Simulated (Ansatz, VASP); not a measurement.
KCl: VASP beside Ansatz

```
K Cl
1.0
     3.55718    0.00000    0.00000
     0.00000    3.55718    0.00000
     0.00000    0.00000    3.55718
K Cl
1 1
Cartesian
  0.0000 0.0000 0.0000
  1.7786 1.7786 1.7786
```

Alike in both runs: task single point; functional r2SCAN; k mesh 6 × 6 × 6; occupations gaussian, width 0.05 eV; no spin polarisation.

|  | VASP | Ansatz |
| --- | --- | --- |
| version | VASP 6.6.1 | Ansatz 0.2.0 |
| potentials or method | VASP PAW PBE potentials, release 64 (K_sv, Cl), cutoff 520 eV | scalar-relativistic, plane waves, PAW |
| valence electrons in the cell | 16 | 16 |

Ansatz gave:

```
gap on the k mesh at the Fermi level (eV) : 6.79
least direct gap on the mesh (eV)         : 6.89
pressure (GPa)                            : 6.1
```

Problem. Estimate VASP's values.

Solution. gap on the k mesh at the Fermi level (eV): 6.80; least direct gap on the mesh (eV): 6.91; pressure (GPa): 6.1.

VASP's potentials were made for PBE, not for r2SCAN.
